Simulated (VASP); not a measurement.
# Pt (Fm-3m) in VASP: notebook

Runs on Pt. Level: PBE. Tasks: single point.

Program: VASP 6.6.1. These are calculated values, not measurements. Logs are shortened: lines on timing, memory, paths and dates and some standing lists are left out, and cuts for length are marked.

**1. The cell of the first run**

The structure is cubic, space group Fm-3m (No. 225). The conventional cell has a = 3.972 Å, b = 3.972 Å, c = 3.972 Å, α = 90.00°, β = 90.00°, γ = 90.00°. Pt (site symmetry m-3m) has 12 Pt at 2.81 Å within 3.7 Å.

**2. Single point, PBE**

INCAR

```
ALGO     = Normal         # electronic algorithm
EDIFF    = 1E-6           # SCF threshold, eV
ENCUT    = 520            # plane-wave cutoff, eV
GGA      = PE             # functional
ISIF     = 2              # what is computed and relaxed
ISMEAR   = 0              # smearing method
LASPH    = True           # aspherical terms in the spheres
LCHARG   = False          # write CHGCAR
LREAL    = False          # projectors in reciprocal space
LWAVE    = False          # write WAVECAR
NBANDS   = 11             # bands
NELM     = 100            # most SCF steps
PREC     = Accurate       # precision mode
SIGMA    = 0.6            # smearing width, eV
```

KPOINTS

```
k-points
0
Gamma
  14 14 14
```

POSCAR

```
Pt
1.0
    0.0000000000      1.9857786488      1.9857786488
    1.9857786488      0.0000000000      1.9857786488
    1.9857786488      1.9857786488      0.0000000000
Pt
1
Direct
    0.0000000000      0.0000000000      0.0000000000
```

Potentials or basis: VASP PAW PBE potentials, release 64 (Pt).

Run with:

```console
$ cat potpaw_PBE.64/Pt/POTCAR > POTCAR
$ mpirun -np 1 vasp_std > vasp.out
```

OUTCAR:

```text
EDIFF = 1E-6
   ENCUT = 520
   GGA = PE
   ISIF = 2
   ISMEAR = 0
   LASPH = True
   LREAL = False
   NELM = 100
   PREC = Accurate

 ion  position               nearest neighbor table
   1  0.000  0.000  0.000-

  LATTYP: Found a face centered cubic cell.
 ALAT       =     3.9715572976

  Lattice vectors:

 A1 = (   0.0000000000,   1.9857786488,   1.9857786488)
 A2 = (   1.9857786488,   0.0000000000,   1.9857786488)
 A3 = (   1.9857786488,   1.9857786488,   0.0000000000)

Analysis of symmetry for initial positions (statically):
=====================================================================
 Subroutine PRICEL returns:
 Original cell was already a primitive cell.

 Routine SETGRP: Setting up the symmetry group for a
 face centered cubic supercell.

 Subroutine GETGRP returns: Found 48 space group operations
 (whereof 48 operations were pure point group operations)
 out of a pool of 48 trial point group operations.

The static configuration has the point symmetry O_h .

Analysis of symmetry for dynamics (positions and initial velocities):
=====================================================================
 Subroutine PRICEL returns:
 Original cell was already a primitive cell.

 Routine SETGRP: Setting up the symmetry group for a
 face centered cubic supercell.

 Subroutine GETGRP returns: Found 48 space group operations
 (whereof 48 operations were pure point group operations)
 out of a pool of 48 trial point group operations.

The dynamic configuration has the point symmetry O_h .

 Subroutine INISYM returns: Found 48 space group operations
 (whereof 48 operations are pure point group operations),
 and found     1 'primitive' translations

----------------------------------------------------------------------------------------

                                     Primitive cell

  volume of cell :      15.6611

  direct lattice vectors                    reciprocal lattice vectors
     0.000000000  1.985778649  1.985778649    -0.251790400  0.251790400  0.251790400
     1.985778649  0.000000000  1.985778649     0.251790400 -0.251790400  0.251790400
     1.985778649  1.985778649  0.000000000     0.251790400  0.251790400 -0.251790400

  length of vectors
     2.808315097  2.808315097  2.808315097     0.436113765  0.436113765  0.436113765

  position of ions in fractional coordinates (direct lattice)
     0.000000000  0.000000000  0.000000000

  ion indices of the primitive-cell ions
   primitive index   ion index
                 1           1

----------------------------------------------------------------------------------------

 KPOINTS: k-points

Automatic generation of k-mesh.
 Grid dimensions read from file:
 generate k-points for:   14   14   14

 Generating k-lattice:

  Cartesian coordinates                     Fractional coordinates (reciprocal lattice)
    -0.017985029  0.017985029  0.017985029     0.071428571  0.000000000  0.000000000
     0.017985029 -0.017985029  0.017985029     0.000000000  0.071428571  0.000000000
     0.017985029  0.017985029 -0.017985029     0.000000000  0.000000000  0.071428571

  Length of vectors
     0.031150983  0.031150983  0.031150983

  Shift w.r.t. Gamma in fractional coordinates (k-lattice)
     0.000000000  0.000000000  0.000000000

 Subroutine IBZKPT returns following result:
 ===========================================

 Found    104 irreducible k-points:

 Following reciprocal coordinates:
            Coordinates               Weight
  0.000000  0.000000  0.000000      1.000000
  0.071429  0.000000  0.000000      8.000000
  0.142857  0.000000  0.000000      8.000000
  0.214286  0.000000  0.000000      8.000000
  0.285714  0.000000  0.000000      8.000000
  0.357143  0.000000  0.000000      8.000000
[... 16 lines left out ...]
  0.214286  0.142857  0.000000     24.000000
  0.285714  0.142857  0.000000     24.000000
 [... further k-points ...]
   k-points           NKPTS =    104   k-points in BZ     NKDIM =    104   number of bands    NBANDS=     11
   number of dos      NEDOS =    301   number of ions     NIONS =      1
   total plane-waves  NPLWV =  13824
   dimension x,y,z NGX =    24 NGY =   24 NGZ =   24
   dimension x,y,z NGXF=    48 NGYF=   48 NGZF=   48
   ions per type =               1
   NGX,Y,Z   is equivalent  to a cutoff of  14.21, 14.21, 14.21 a.u.
   NGXF,Y,Z  is equivalent  to a cutoff of  28.41, 28.41, 28.41 a.u.
 SYSTEM =  unknown system
   PREC   = accura    normal or accurate (medium, high low for compatibility)
   ISTART =      0    job   : 0-new  1-cont  2-samecut
   ICHARG =      2    charge: 1-file 2-atom 10-const
   ISPIN  =      1    spin polarized calculation?
   LNONCOLLINEAR =      F non collinear calculations
   LSORBIT =      F    spin-orbit coupling
   LASPH  =      T    aspherical Exc in radial PAW
   ENCUT  =  520.0 eV  38.22 Ry    6.18 a.u.   5.22  5.22  5.22*2*pi/ulx,y,z
   NELM   =    100;   NELMIN=  2; NELMDL= -5     # of ELM steps
   EDIFF  = 0.1E-05   stopping-criterion for ELM
   LREAL  =      F    real-space projection
   EDIFFG = 0.1E-04   stopping-criterion for IOM
   NSW    =      0    number of steps for IOM
   IBRION =     -1    ionic relax: 0-MD 1-quasi-New 2-CG
   NFREE  =      0    steps in history (QN), initial steepest desc. (CG)
   ISIF   =      2    stress and relaxation
   ISYM   =      2    0-nonsym 1-usesym 2-fastsym
   POTIM  = 0.5000    time-step for ionic-motion
   TEBEG  =    0.0;   TEEND  =   0.0 temperature during run
   PSTRESS=    0.0 pullay stress
   NELECT =      10.0000    total number of electrons
   NUPDOWN=      -1.0000    fix difference up-down
   EMIN   =  10.00;   EMAX   =-10.00  energy-range for DOS
   EFERMI =   0.00;   METHOD = LEGACY
   ISMEAR =     0;   SIGMA  =   0.60  broadening in eV -4-tet -1-fermi 0-gaus
   EFERMI_NEDOS =   21; number of points for ismear=-14 and -15
   IALGO  =     38    algorithm
   IMIX   =      4    mixing-type and parameters
     AMIX     =   0.40;   BMIX     =  1.00
     AMIX_MAG =   1.60;   BMIX_MAG =  1.00
  volume/ion in A,a.u.               =      15.66       105.69
  Fermi-wavevector in a.u.,A,eV,Ry     =   1.409724  2.663991 27.039142  1.987321
  Thomas-Fermi vector in A             =   2.531750
   LORBIT       =      0    0 simple, 1 ext, 2 COOP (PROOUT), +10 PAW based schemes
   GGA     = PE    functional components
   LHFCALC =     F    Hartree Fock is set to
   AEXX    =    0.0000 exact exchange contribution
   IVDW    =     0    specifies the selected vdW correction
   LEPSILON=     F    determine dielectric tensor
   LRPA    =     F    only Hartree local field effects (RPA)
 non-spin polarized calculation
 Gauss-broadening in eV      SIGMA  =   0.60
  energy-cutoff  :      520.00
  volume of cell :       15.66
 maximum number of plane-waves:       444
 NGX is ok and might be reduce to    24
   NGX = 11   NGY = 11   NGZ = 11

 number of electron      10.0000002 magnetization

 Free energy of the ion-electron system (eV)
  ---------------------------------------------------
  ext. energy  EPLUGINS =         0.00000000
  ---------------------------------------------------
  free energy    TOTEN  =        -6.24092423 eV

  energy without entropy =       -6.00681512  energy(sigma->0) =       -6.12386967

 E-fermi :  10.6227     XC(G=0): -13.2646

 val. band max:       10.6071837896   @ k =   0.4286   0.2143   0.0000
 cond. band min:      10.6259679037   @ k =   0.4286   0.3571   0.0000
 fundamental gap:      0.0187841140
 Fermi energy:        10.6227057813

 k-point     1 :       0.0000    0.0000    0.0000
  band No.  band energies     occupation
      1       0.7558      2.00000
      2       6.9969      2.00000
      3       6.9969      2.00000
      4       6.9969      2.00000
      5       9.0172      1.99985
      6       9.0172      1.99985
      7      25.2952      0.00000
      8      30.0420      0.00000
      9      30.0420      0.00000
     10      30.0420      0.00000
     11      35.2465      0.00000

 k-point     2 :       0.0714    0.0000    0.0000
  band No.  band energies     occupation
      1       0.9533      2.00000
      2       6.9125      2.00000
      3       7.0732      2.00000
      4       7.0732      2.00000
      5       8.9762      1.99990
      6       8.9762      1.99990
      7      25.5916      0.00000
      8      29.0152      0.00000
      9      30.3371      0.00000
     10      30.3371      0.00000
     11      36.3063      0.00000

 k-point     3 :       0.1429    0.0000    0.0000
  band No.  band energies     occupation
      1       1.5158      2.00000
      2       6.7202      2.00000
      3       7.2507      2.00000
      4       7.2507      2.00000
      5       8.9169      1.99994
      6       8.9169      1.99994
      7      26.3145      0.00000
      8      27.0769      0.00000
      9      31.1724      0.00000
     10      31.1724      0.00000
     11      35.7472      0.00000

 k-point     4 :       0.2143    0.0000    0.0000
  band No.  band energies     occupation
      1       2.3270      2.00000
      2       6.6022      2.00000
      3       7.3649      2.00000
      4       7.3649      2.00000
      5       9.0242      1.99984
      6       9.0242      1.99984
      7      24.8374      0.00000
      8      26.9359      0.00000
      9      32.3410      0.00000
     10      32.3410      0.00000
     11      33.9323      0.00000

 k-point     5 :       0.2857    0.0000    0.0000
  band No.  band energies     occupation
      1       3.1054      2.00000
      2       6.8894      2.00000
      3       7.2914      2.00000
      4       7.2914      2.00000
      5       9.4214      1.99537
      6       9.4214      1.99537
      7      22.3703      0.00000
      8      26.5515      0.00000
      9      32.5599      0.00000
     10      32.5599      0.00000
     11      34.1533      0.00000
[... 211 lines left out ...]
 k-point    21 :      -0.0714    0.0714    0.0000
  band No.  band energies     occupation
      1       1.2743      2.00000
      2       6.7588      2.00000
      3       7.1813      2.00000
      4       7.2261      2.00000
      5       8.7895      1.99998
      6       9.0606      1.99977
      7      26.0463      0.00000
      8      28.1069      0.00000
      9      30.0567      0.00000
     10      31.1593      0.00000
     11      36.5133      0.00000

 k-point    22 :       0.1429    0.1429    0.0000
  band No.  band energies     occupation
      1       1.7762      2.00000
      2       6.3851      2.00000
      3       7.5262      2.00000
      4       7.5262      2.00000
      5       8.3534      2.00000
      6       9.2797      1.99845
      7      26.8177      0.00000
      8      28.4008      0.00000
      9      29.7732      0.00000
     10      29.7732      0.00000
     11      37.3515      0.00000

 k-point    23 :       0.2143    0.1429    0.0000
  band No.  band energies     occupation
      1       2.4060      2.00000
      2       6.1271      2.00000
      3       7.6381      2.00000
      4       7.7729      2.00000
      5       8.3085      2.00000
      6       9.4335      1.99494
      7      26.8856      0.00000
      8      27.6140      0.00000
      9      29.4678      0.00000
     10      30.2251      0.00000
     11      34.7237      0.00000

 k-point    24 :       0.2857    0.1429    0.0000
  band No.  band energies     occupation
      1       3.2146      2.00000
      2       5.9942      2.00000
      3       7.3250      2.00000
      4       7.8700      2.00000
      5       8.9315      1.99993
      6       9.7429      1.96190
      7      24.5300      0.00000
      8      27.7560      0.00000
      9      29.0765      0.00000
     10      30.5480      0.00000
     11      34.2554      0.00000

 [... further k-points ...]
[... 5 lines left out ...]
  --------------------------------------------------------------------------------------
  -------------------------------------------------------------------------------------
  Total        0.0739519      0.0739519      0.0739519      0.0000000      0.0000000     -0.0000000
  in kB        7.5654910      7.5654910      7.5654910      0.0000000      0.0000000     -0.0000000
  external PRESSURE =       7.5654910 kB  Pullay stress =       0.0000000 kB

 VOLUME and BASIS-vectors are now :
 -----------------------------------------------------------------------------
  energy-cutoff  :      520.00
  volume of cell :       15.66
      direct lattice vectors                 reciprocal lattice vectors
     0.000000000  1.985778649  1.985778649    -0.251790400  0.251790400  0.251790400
     1.985778649  0.000000000  1.985778649     0.251790400 -0.251790400  0.251790400
     1.985778649  1.985778649  0.000000000     0.251790400  0.251790400 -0.251790400

 POSITION                                       TOTAL-FORCE (eV/Angst)
 -----------------------------------------------------------------------------------
      0.00000      0.00000      0.00000         0.000000      0.000000      0.000000
 -----------------------------------------------------------------------------------
    total drift:                               -0.000000      0.000000     -0.000000

  FREE ENERGIE OF THE ION-ELECTRON SYSTEM (eV)
  ---------------------------------------------------
  free  energy   TOTEN  =        -6.2409242281 eV

  energy  without entropy=       -6.0068151206  energy(sigma->0) =       -6.12386967
```

Run time: 21 s. Hardware: 1 thread of AMD EPYC 7R13, shared host; peak memory 0.15 GiB.

What came out:

```
Free energy            : -6.2409 eV
Pressure               : 0.8 GPa
Band gap on the k mesh : zero (band 5 reaches 11.02 eV, above the bottom of band 6 at 8.92 eV)
```

Caveat: spin-orbit coupling is left out, which moves the levels of the heavy elements.

**3. Single point, PBE**

INCAR

```
ALGO = Normal ; EDIFF = 1E-6
ENCUT = 520 ; GGA = PE
ISIF = 2 ; ISMEAR = 0
LASPH = True ; LCHARG = True
LELF = True ; LREAL = False
LVHAR = True ; LWAVE = False
NBANDS = 11 ; NELM = 60
PREC = Accurate ; SIGMA = 1.0
```

KPOINTS is that of step 2.

POSCAR is that of step 2.

Potentials or basis: VASP PAW PBE potentials, release 64 (Pt).

Run with:

```console
$ cat potpaw_PBE.64/Pt/POTCAR > POTCAR
$ mpirun -np 1 vasp_std > vasp.out
```

Wall time 23 s (1 thread of AMD EPYC 7R13, shared host); peak memory 0.15 GiB.

The run converged. Its results:

- Free energy: -6.4267 eV
- Pressure: 2.5 GPa
- Band gap on the k mesh: zero (band 5 reaches 11.02 eV, above the bottom of band 6 at 8.91 eV)

Levels at points of the mesh, in eV from the Fermi level:
| k point | band 1 | band 2 | band 3 | band 4 | band 5 | band 6 | band 7 | band 8 | band 9 | band 10 |
| --- | --- | --- | --- | --- | --- | --- | --- | --- | --- | --- |
| (0.00, 0.00, 0.00) | -9.96 | -3.72 | -3.72 | -3.72 | -1.71 | -1.71 | 14.58 | 19.32 | 19.32 | 19.32 |
| (0.50, 0.00, 0.00) | -7.10 | -3.78 | -3.78 | -0.49 | -0.13 | -0.13 | 5.40 | 14.13 | 18.56 | 18.56 |
| (0.50, 0.50, 0.00) | -6.84 | -6.39 | -0.17 | 0.29 | 0.29 | 1.69 | 8.31 | 11.11 | 11.11 | 19.51 |

Caveat: spin-orbit coupling is left out, which moves the levels of the heavy elements.

**4. Single point, PBE**

INCAR

```
ALGO     = Normal         # electronic algorithm
EDIFF    = 1E-6           # SCF threshold, eV
ENCUT    = 520            # plane-wave cutoff, eV
GGA      = PE             # functional
ISIF     = 2              # what is computed and relaxed
ISMEAR   = 1              # smearing method
LASPH    = T              # aspherical terms in the spheres
LCHARG   = F              # write CHGCAR
LREAL    = F              # projectors in reciprocal space
LWAVE    = F              # write WAVECAR
NBANDS   = 11             # bands
NELM     = 60             # most SCF steps
PREC     = Accurate       # precision mode
SIGMA    = 0.01           # smearing width, eV
```

KPOINTS is that of step 3.

POSCAR is that of step 3.

Run with:

```console
$ cat potpaw_PBE.64/Pt/POTCAR > POTCAR
$ mpirun -np 1 vasp_std > vasp.out
```

Wall time 21 s (1 thread of AMD EPYC 7R13, shared host); peak memory 0.15 GiB.

It converged, with:

| Property | Result |
| --- | --- |
| Free energy | -6.1046 eV |
| Pressure | -1.0 GPa |
| Band gap on the k mesh | zero (band 5 reaches 11.01 eV, above the bottom of band 6 at 8.91 eV) |

Levels at points of the mesh, in eV from the Fermi level:
| k point | band 3 | band 4 | band 5 | band 6 | band 7 | band 8 |
| --- | --- | --- | --- | --- | --- | --- |
| (0.00, 0.00, 0.00) | -3.53 | -3.53 | -1.51 | -1.51 | 14.77 | 19.53 |
| (0.50, 0.00, 0.00) | -3.59 | -0.28 | 0.06 | 0.06 | 5.59 | 14.33 |
| (0.50, 0.50, 0.00) | 0.03 | 0.48 | 0.48 | 1.89 | 8.51 | 11.31 |

Caveat: spin-orbit coupling is left out, which moves the levels of the heavy elements.

**5. Single point, PBE**

INCAR

```
SYSTEM = Pt
  ALGO = Normal
  EDIFF = 1E-6
  ENCUT = 520
  GGA = PE
  ISIF = 2
  ISMEAR = 1
  LASPH = .True.
  LCHARG = .False.
  LREAL = .False.
  LWAVE = .False.
  NBANDS = 11
  NELM = 100
  PREC = Accurate
  SIGMA = 0.03
```

KPOINTS

```
k-points
0
Gamma
  14 14 14
  0 0 0
```

POSCAR is that of step 4.

Run with:

```console
$ cat potpaw_PBE.64/Pt/POTCAR > POTCAR
$ mpirun -np 1 vasp_std > vasp.out
```

Run time: 23 s. Hardware: 1 thread of AMD EPYC 7R13, shared host; peak memory 0.15 GiB.

The run converged. Its results:

* Free energy: -6.1048 eV
* Pressure: -1.0 GPa
* Band gap on the k mesh: zero (band 5 reaches 11.01 eV, above the bottom of band 6 at 8.91 eV)

Levels at points of the mesh, in eV from the Fermi level:
| k point | band 1 | band 2 | band 3 | band 4 | band 5 | band 6 | band 7 | band 8 | band 9 | band 10 |
| --- | --- | --- | --- | --- | --- | --- | --- | --- | --- | --- |
| (0.00, 0.00, 0.00) | -9.77 | -3.53 | -3.53 | -3.53 | -1.51 | -1.51 | 14.77 | 19.52 | 19.52 | 19.52 |
| (0.50, 0.00, 0.00) | -6.91 | -3.59 | -3.59 | -0.29 | 0.06 | 0.06 | 5.59 | 14.33 | 18.75 | 18.75 |
| (0.50, 0.50, 0.00) | -6.64 | -6.20 | 0.03 | 0.48 | 0.48 | 1.89 | 8.51 | 11.31 | 11.31 | 19.72 |

Caveat: spin-orbit coupling is left out, which moves the levels of the heavy elements.

**6. The runs side by side**

| smearing | gap on the mesh (eV) | pressure (GPa) |
| --- | --- | --- |
| gaussian 0.6 eV | none | 0.8 |
| gaussian 1 eV | none | 2.5 |
| methfessel-paxton 0.01 eV | none | -1.0 |
| methfessel-paxton 0.03 eV | none | -1.0 |

Alike in all rows: task single point; level PBE; potentials or basis VASP PAW PBE potentials, release 64 (Pt); no spin polarisation; cell as given; k mesh 14 × 14 × 14; cutoff (eV) 520.

Every run on the cell as given and a fine mesh finds a metal.

Caveats: spin-orbit coupling is left out, which moves the levels of the heavy elements.

Total energies depend on the potentials used, so only differences within one code and one set of settings carry meaning.
